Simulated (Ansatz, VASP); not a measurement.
# One calculation of Pb, two programs

File INCAR:

```
SYSTEM = Pb
PREC     = Accurate       ! precision mode
ENCUT    = 520            ! plane-wave cutoff, eV
EDIFF    = 1E-6           ! SCF threshold, eV
ISMEAR   = -1             ! smearing method
SIGMA    = 0.05           ! smearing width, eV
LREAL    = .FALSE.        ! projectors in reciprocal space
LASPH    = .TRUE.         ! aspherical terms in the spheres
NELM     = 100            ! most SCF steps
ALGO     = Normal         ! electronic algorithm
ISIF     = 2              ! what is computed and relaxed
LWAVE    = .FALSE.        ! write WAVECAR
LCHARG   = .FALSE.        ! write CHGCAR
GGA      = PE             ! functional
NBANDS   = 21             ! bands
```

The input KPOINTS:

```
Automatic mesh
0
G
  9 9 5
  0 0 0
```

Contents of POSCAR:

```
Pb
1.0
    3.5030470293      0.0000000000      0.0000000000
   -1.7515235146      3.0337277180      0.0000000000
    0.0000000000      0.0000000000      5.6270209464
Pb
2
Direct
    0.6666666667      0.3333333333      0.7500000000
    0.3333333333      0.6666666667      0.2500000000
```

The input input.yaml:

```yaml
crystal:
  lattice:
    - [3.5030470293, 0.0, 0.0]
    - [-1.7515235146, 3.033727718, 0.0]
    - [0.0, 0.0, 5.6270209464]
  atoms:
    - { symbol: Pb, position: [0.6666666667, 0.3333333333, 0.75] }
    - { symbol: Pb, position: [0.3333333333, 0.6666666667, 0.25] }
kpoints:
  mp_grid: { grid: [9, 9, 5] }
scf:
  occupations: { method: fermi_dirac, width: 0.05 }
hamiltonian:
  xc: pbe
  pseudopotentials: { kind: all_electron, lapw: { basis_error: 0.0005 } }
output:
  forces: true
  stress: true
  eigenvalues: true
```

Change from the starting cell: volume scaled by 1.02.

Alike in both runs: task single point; functional PBE; k mesh 9 × 9 × 5; occupations fermi-dirac, width 0.05 eV; no spin polarisation.

```csv
,VASP,Ansatz
version,VASP 6.6.1,Ansatz 0.2.0
potentials or method,"VASP PAW PBE potentials, release 64 (Pb_d), cutoff 520 eV","all-electron LAPW, scalar-relativistic"
```

```csv
,VASP,Ansatz,Ansatz less VASP
gap on the k mesh at the Fermi level (eV),none,none,-
pressure (GPa),3.0,3.1,+0.07
"traceless stress, the component that is largest in VASP (GPa)",2.27,2.29,+0.024
```

A gap of «none» marks a metal or a gap that the smearing closes. Ansatz ran all-electron here, and VASP with PAW potentials.

Neither program's run includes spin-orbit coupling.
